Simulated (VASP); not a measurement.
**Al8H: single point with PBE**

Al8H, a slab with vacuum:

```
CELL_PARAMETERS angstrom
5.71352 0.00000 0.00000
0.00000 8.08013 0.00000
0.00000 0.00000 22.24328
ATOMIC_POSITIONS crystal
Al 0.25000 0.25000 0.17983
Al 0.25000 0.75000 0.17983
Al 0.75000 0.25000 0.17983
Al 0.75000 0.75000 0.17983
Al 0.00000 0.00000 0.24405
Al 0.00000 0.50000 0.24405
Al 0.50000 0.00000 0.24405
Al 0.50000 0.50000 0.24405
Al 0.25000 0.25000 0.31026
Al 0.25000 0.75000 0.31026
Al 0.75000 0.25000 0.31026
Al 0.75000 0.75000 0.31026
Al 0.00000 0.00000 0.37060
Al 0.00000 0.50000 0.37060
Al 0.50000 0.00000 0.37060
Al 0.50000 0.50000 0.37060
H 0.75000 0.95359 0.40521
H 0.75000 0.04641 0.40521
```

```yaml
Program: VASP 6.6.1
Task: single point
Functional: PBE
Potentials_or_basis: VASP PAW PBE potentials, release 64 (Al, H)
Cutoff: 520 eV
k_mesh: 5 × 4 × 1
Occupations: gaussian, width 0.1 eV
Spin: no spin polarisation
```

The largest force is 4.669 eV/Å and the band gap on the k mesh is zero (bands 25 and 26 overlap by 0.61 eV).

Forces in eV/Å, atoms in the order of the input:
```
Al   0.000  0.004  0.259
Al   0.000 -0.004  0.259
Al   0.000 -0.044  0.261
Al   0.000  0.044  0.261
Al   0.198  0.000 -0.235
Al   0.131  0.000 -0.233
Al  -0.198  0.000 -0.235
Al  -0.131  0.000 -0.233
Al   0.000  0.087 -0.099
Al   0.000 -0.087 -0.099
Al   0.000 -0.090  0.191
Al   0.000  0.090  0.191
Al   3.234  0.000 -1.701
Al  -0.036  0.000  0.010
Al  -3.234  0.000 -1.701
Al   0.036  0.000  0.010
H    0.000 -4.405  1.549
H    0.000  4.405  1.549
```

Levels at points of the mesh, in eV from the Fermi level:
```csv
k point,band 22,band 23,band 24,band 25,band 26,band 27,band 28,band 29
"(0.00, 0.00, 0.00)",-1.04,-0.98,-0.61,-0.57,-0.36,-0.04,0.34,0.87
"(0.00, 0.50, 0.00)",-0.97,-0.96,-0.88,-0.49,-0.33,0.22,0.26,0.33
```

Run time: 10 min on 1 thread of Intel(R) Xeon(R) 6975P-C (Granite Rapids), with other jobs on the host, peak memory 0.89 GiB.
